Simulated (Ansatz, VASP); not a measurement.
Bi in VASP and in Ansatz

POSCAR

```
Bi
1.0
    2.2675000000      1.3091417354      3.9380000000
   -2.2675000000      1.3091417354      3.9380000000
    0.0000000000     -2.6182834708      3.9380000000
Bi
2
Direct
    0.2340000000      0.2340000000      0.2340000000
    0.7660000000      0.7660000000      0.7660000000
```

Contents of INCAR.step1:

```
SYSTEM = Bi
ALGO = Normal
EDIFF = 1E-4
ENCUT = 520
GGA = PE
ISMEAR = 0
LASPH = .True.
LCHARG = .False.
LREAL = .False.
LWAVE = .True.
NBANDS = 22
NELM = 80
PREC = Accurate
SIGMA = 0.1
```

The input INCAR.step2:

```
SYSTEM = Bi
ALGO = Normal
EDIFF = 1E-7
ENCUT = 520
ISIF = 2
ISMEAR = 0
ISTART = 1
IVDW = 12
LASPH = .True.
LCHARG = .True.
LELF = .True.
LMIXTAU = .True.
LREAL = .False.
LVHAR = .True.
LWAVE = .False.
METAGGA = R2SCAN
NBANDS = 22
NELM = 80
PREC = Accurate
SIGMA = 0.1
VDW_A1 = 0.49484001
VDW_A2 = 5.73083694
VDW_S6 = 1.0
VDW_S8 = 0.78981345
```

Contents of KPOINTS:

```
k-points
0
Gamma
  6 6 6
  0 0 0
```

Input for Ansatz:

```yaml
crystal:
  lattice:
    - [2.2675, 1.3091417354, 3.938]
    - [-2.2675, 1.3091417354, 3.938]
    - [0.0, -2.6182834708, 3.938]
  atoms:
    - { symbol: Bi, position: [0.234, 0.234, 0.234] }
    - { symbol: Bi, position: [0.766, 0.766, 0.766] }
basis:
  ecutwfc: 500
kpoints:
  mp_grid: { grid: [6, 6, 6] }
hamiltonian:
  xc: r2scan
  dispersion: d3bj
scf:
  occupations: { method: gaussian, width: 0.1 }
output:
  forces: true
  stress: true
  eigenvalues: true
```

Alike in both runs: task single point; functional r2SCAN; dispersion D3(BJ); k mesh 6 × 6 × 6; occupations gaussian, width 0.1 eV; no spin polarisation.

|  | VASP | Ansatz |
| --- | --- | --- |
| version | VASP 6.6.1 | Ansatz 0.2.0 |
| potentials or method | VASP PAW PBE potentials, release 64 (Bi_d), cutoff 520 eV | scalar-relativistic, plane waves, PAW |
| valence electrons in the cell | 30 | 30 |

|  | VASP | Ansatz | Ansatz less VASP |
| --- | --- | --- | --- |
| gap on the k mesh at the Fermi level (eV) | none | none | - |
| pressure (GPa) | 0.2 | 0.3 | +0.04 |
| traceless stress, the component that is largest in VASP (GPa) | 0.36 | 0.35 | -0.003 |
| rms of the force components (eV/Å) | 0.029 | 0.034 | +0.0046 |

VASP's potentials were made for PBE, not for r2SCAN. Atom by atom the forces differ by 0.005 eV/Å (rms over components). A gap of «none» marks a metal or a gap that the smearing closes. Ansatz's warnings: dispersion damping borrowed.

Spin-orbit coupling is off throughout.
